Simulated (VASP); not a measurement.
# Ca in VASP: single point with RPBE

Aim: the single point of Ca with RPBE.

Everything below comes from runs of VASP 6.6.1. Logs are shortened: lines on timing, memory, paths and dates and some standing lists are left out, and cuts for length are marked.

## (1) The cell of the first run

The cell holds a atom, 1 atom: a = 14.000 Å, b = 14.400 Å, c = 14.800 Å, α = 90.00°, β = 90.00°, γ = 90.00°.

## (2) Single point, RPBE, collinear spin, ferromagnetic start

INCAR reads:

```
ALGO     = Normal         # electronic algorithm
EDIFF    = 1E-6           # SCF threshold, eV
ENCUT    = 520            # plane-wave cutoff, eV
GGA      = RP             # functional
ISIF     = 2              # what is computed and relaxed
ISMEAR   = -1             # smearing method
ISPIN    = 2              # spin polarisation
ISYM     = 0            
LASPH    = T              # aspherical terms in the spheres
LCHARG   = F              # write CHGCAR
LORBIT   = 11             # projections on sites
LREAL    = F              # projectors in reciprocal space
LWAVE    = F              # write WAVECAR
MAGMOM   = 0.01           # initial moments
NBANDS   = 15             # bands
NELM     = 150            # most SCF steps
PREC     = Accurate       # precision mode
SIGMA    = 0.01           # smearing width, eV
```

KPOINTS reads:

```
k-points
0
Gamma
  1 1 1
```

POSCAR reads:

```
Ca
1.0
   14.0000000000      0.0000000000      0.0000000000
    0.0000000000     14.4000000000      0.0000000000
    0.0000000000      0.0000000000     14.8000000000
Ca
1
Direct
    0.5000000000      0.5000000000      0.5000000000
```

Potentials or basis: VASP PAW PBE potentials, release 64 (Ca_sv).

The run is started by

```console
cat potpaw_PBE.64/Ca_sv/POTCAR > POTCAR
mpirun -np 1 vasp_gam > vasp.out
```

OUTCAR:

```text
EDIFF = 1E-6
   ENCUT = 520
   GGA = RP
   ISIF = 2
   ISMEAR = -1
   ISPIN = 2
   ISYM = 0
   LASPH = T
   LORBIT = 11
   LREAL = F
   NELM = 150
   PREC = Accurate

 ion  position               nearest neighbor table
   1  0.500  0.500  0.500-

IMPORTANT INFORMATION: All symmetrisations will be switched off!
NOSYMM: (Re-)initialisation of all symmetry stuff for point group C_1.

----------------------------------------------------------------------------------------

                                     Primitive cell

  volume of cell :    2983.6800

  direct lattice vectors                    reciprocal lattice vectors
    14.000000000  0.000000000  0.000000000     0.071428571  0.000000000  0.000000000
     0.000000000 14.400000000  0.000000000     0.000000000  0.069444444  0.000000000
     0.000000000  0.000000000 14.800000000     0.000000000  0.000000000  0.067567568

  length of vectors
    14.000000000 14.400000000 14.800000000     0.071428571  0.069444444  0.067567568

  position of ions in fractional coordinates (direct lattice)
     0.500000000  0.500000000  0.500000000

  ion indices of the primitive-cell ions
   primitive index   ion index
                 1           1

----------------------------------------------------------------------------------------

 KPOINTS: k-points

Automatic generation of k-mesh.
 Grid dimensions read from file:
 generate k-points for:    1    1    1

 Generating k-lattice:

  Cartesian coordinates                     Fractional coordinates (reciprocal lattice)
     0.071428571  0.000000000  0.000000000     1.000000000  0.000000000  0.000000000
     0.000000000  0.069444444  0.000000000     0.000000000  1.000000000  0.000000000
     0.000000000  0.000000000  0.067567568     0.000000000  0.000000000  1.000000000

  Length of vectors
     0.071428571  0.069444444  0.067567568

  Shift w.r.t. Gamma in fractional coordinates (k-lattice)
     0.000000000  0.000000000  0.000000000

 Subroutine IBZKPT returns following result:
 ===========================================

 Found      1 irreducible k-points:

 Following reciprocal coordinates:
            Coordinates               Weight
  0.000000  0.000000  0.000000      1.000000
   k-points           NKPTS =      1   k-points in BZ     NKDIM =      1   number of bands    NBANDS=     15
   number of dos      NEDOS =    301   number of ions     NIONS =      1
   total plane-waves  NPLWV = ******
   dimension x,y,z NGX =   108 NGY =  108 NGZ =  112
   dimension x,y,z NGXF=   216 NGYF=  216 NGZF=  224
   ions per type =               1
   NGX,Y,Z   is equivalent  to a cutoff of  12.82, 12.47, 12.58 a.u.
   NGXF,Y,Z  is equivalent  to a cutoff of  25.65, 24.94, 25.16 a.u.
 SYSTEM =  unknown system
   PREC   = accura    normal or accurate (medium, high low for compatibility)
   ISTART =      0    job   : 0-new  1-cont  2-samecut
   ICHARG =      2    charge: 1-file 2-atom 10-const
   ISPIN  =      2    spin polarized calculation?
   LNONCOLLINEAR =      F non collinear calculations
   LSORBIT =      F    spin-orbit coupling
   LASPH  =      T    aspherical Exc in radial PAW
   ENCUT  =  520.0 eV  38.22 Ry    6.18 a.u.  26.03 26.77 27.52*2*pi/ulx,y,z
   NELM   =    150;   NELMIN=  2; NELMDL= -5     # of ELM steps
   EDIFF  = 0.1E-05   stopping-criterion for ELM
   LREAL  =      F    real-space projection
   EDIFFG = 0.1E-04   stopping-criterion for IOM
   NSW    =      0    number of steps for IOM
   IBRION =     -1    ionic relax: 0-MD 1-quasi-New 2-CG
   NFREE  =      0    steps in history (QN), initial steepest desc. (CG)
   ISIF   =      2    stress and relaxation
   ISYM   =      0    0-nonsym 1-usesym 2-fastsym
   POTIM  = 0.5000    time-step for ionic-motion
   TEBEG  =    0.0;   TEEND  =   0.0 temperature during run
   PSTRESS=    0.0 pullay stress
   NELECT =      10.0000    total number of electrons
   NUPDOWN=      -1.0000    fix difference up-down
   EMIN   =  10.00;   EMAX   =-10.00  energy-range for DOS
   EFERMI =   0.00;   METHOD = LEGACY
   ISMEAR =    -1;   SIGMA  =   0.01  broadening in eV -4-tet -1-fermi 0-gaus
   EFERMI_NEDOS =   21; number of points for ismear=-14 and -15
   IALGO  =     38    algorithm
   IMIX   =      4    mixing-type and parameters
     AMIX     =   0.40;   BMIX     =  1.00
     AMIX_MAG =   1.60;   BMIX_MAG =  1.00
  volume/ion in A,a.u.               =    2983.68     20134.87
  Fermi-wavevector in a.u.,A,eV,Ry     =   0.244995  0.462974  0.816657  0.060023
  Thomas-Fermi vector in A             =   1.055438
   LORBIT       =     11    0 simple, 1 ext, 2 COOP (PROOUT), +10 PAW based schemes
   GGA     = RP    functional components
   LHFCALC =     F    Hartree Fock is set to
   AEXX    =    0.0000 exact exchange contribution
   IVDW    =     0    specifies the selected vdW correction
   LEPSILON=     F    determine dielectric tensor
   LRPA    =     F    only Hartree local field effects (RPA)
 spin polarized calculation
  energy-cutoff  :      520.00
  volume of cell :     2983.68
 maximum number of plane-waves:     40220
 NGX is ok and might be reduce to   108
   NGX = 53   NGY = 53   NGZ = 55

 number of electron      10.0000000 magnetization       0.0100000

 number of electron       9.9999999 magnetization      -0.0000095

 number of electron       9.9999999 magnetization       0.0000227

 Free energy of the ion-electron system (eV)
  ---------------------------------------------------
  ext. energy  EPLUGINS =         0.00000000
  ---------------------------------------------------
  free energy    TOTEN  =        -0.02673752 eV

  energy without entropy =       -0.02673752  energy(sigma->0) =       -0.02673752

 E-fermi :  -3.3235     XC(G=0):  -0.5876

 val. band max:       -3.6314709922   @ k =   0.0000   0.0000   0.0000
 cond. band min:      -1.7925203826   @ k =   0.0000   0.0000   0.0000
 fundamental gap:      1.8389506096
 Fermi energy:        -3.3235084716

 spin component 1

 k-point     1 :       0.0000    0.0000    0.0000
  band No.  band energies     occupation
      1     -47.0802      1.00000
      2     -27.9387      1.00000
      3     -27.9387      1.00000
      4     -27.9387      1.00000
      5      -3.6315      1.00000
      6      -1.7925      0.00000
      7      -1.7924      0.00000
      8      -1.7919      0.00000
      9      -1.7919      0.00000
     10      -1.7919      0.00000
     11      -1.3152      0.00000
     12      -1.3136      0.00000
     13      -1.3115      0.00000
     14      -0.2115      0.00000
     15       0.3693      0.00000
 Fermi energy:        -3.3235084716

 spin component 2

 k-point     1 :       0.0000    0.0000    0.0000
  band No.  band energies     occupation
      1     -47.0802      1.00000
      2     -27.9387      1.00000
      3     -27.9387      1.00000
      4     -27.9387      1.00000
      5      -3.6315      1.00000
      6      -1.7925      0.00000
      7      -1.7924      0.00000
      8      -1.7919      0.00000
      9      -1.7919      0.00000
     10      -1.7919      0.00000
     11      -1.3152      0.00000
     12      -1.3135      0.00000
     13      -1.3114      0.00000
     14      -0.2112      0.00000
     15       0.3718      0.00000

------------------------ aborting loop because EDIFF is reached ----------------------------------------

  FORCE on cell =-STRESS in cart. coord.  units (eV):
  Direction    XX          YY          ZZ          XY          YZ          ZX
  --------------------------------------------------------------------------------------
  -------------------------------------------------------------------------------------
  Total       -0.0112613     -0.0101763     -0.0096796     -0.0000014      0.0000008     -0.0000021
  in kB       -0.0060471     -0.0054645     -0.0051978     -0.0000007      0.0000004     -0.0000011
  external PRESSURE =      -0.0055698 kB  Pullay stress =       0.0000000 kB

 VOLUME and BASIS-vectors are now :
 -----------------------------------------------------------------------------
  energy-cutoff  :      520.00
  volume of cell :     2983.68
      direct lattice vectors                 reciprocal lattice vectors
    14.000000000  0.000000000  0.000000000     0.071428571  0.000000000  0.000000000
     0.000000000 14.400000000  0.000000000     0.000000000  0.069444444  0.000000000
     0.000000000  0.000000000 14.800000000     0.000000000  0.000000000  0.067567568

 POSITION                                       TOTAL-FORCE (eV/Angst)
 -----------------------------------------------------------------------------------
      7.00000      7.20000      7.40000        -0.000010      0.000008     -0.000005
 -----------------------------------------------------------------------------------
    total drift:                               -0.000010      0.000008     -0.000005

  FREE ENERGIE OF THE ION-ELECTRON SYSTEM (eV)
  ---------------------------------------------------
  free  energy   TOTEN  =        -0.0267375202 eV

  energy  without entropy=       -0.0267375202  energy(sigma->0) =       -0.02673752

 total charge

# of ion       s       p       d       tot
------------------------------------------
    1        2.181   5.795   0.000   7.975

 magnetization (x)

# of ion       s       p       d       tot
------------------------------------------
    1       -0.000   0.000   0.000  -0.000
```

It took 14 min on 1 thread of Intel Xeon 8259CL, shared host; peak memory 2.7 GiB.

Results:

```
Free energy                                           : -0.0267 eV
Pressure                                              : 0.0 GPa
Band gap on the k mesh                                : 1.84 eV
Net moment                                            : 0.00 μB per cell
Valence electrons inside the program's atomic spheres : Ca 7.97
```

Levels at points of the mesh, in eV from the valence-band top:
Spin up:
```
           k point  band 2  band 3  band 4  band 5  band 6  band 7  band 8  band 9
(0.00, 0.00, 0.00)  -24.31  -24.31  -24.31    0.00    1.84    1.84    1.84    1.84
```
Spin down:
| k point | band 1 | band 2 | band 3 | band 4 | band 5 | band 6 | band 7 | band 8 | band 9 | band 10 |
| --- | --- | --- | --- | --- | --- | --- | --- | --- | --- | --- |
| (0.00, 0.00, 0.00) | -43.45 | -24.31 | -24.31 | -24.31 | 0.00 | 1.84 | 1.84 | 1.84 | 1.84 | 1.84 |

Caveat: the PAW data sets were made with another functional, which shifts forces and pressure a little.
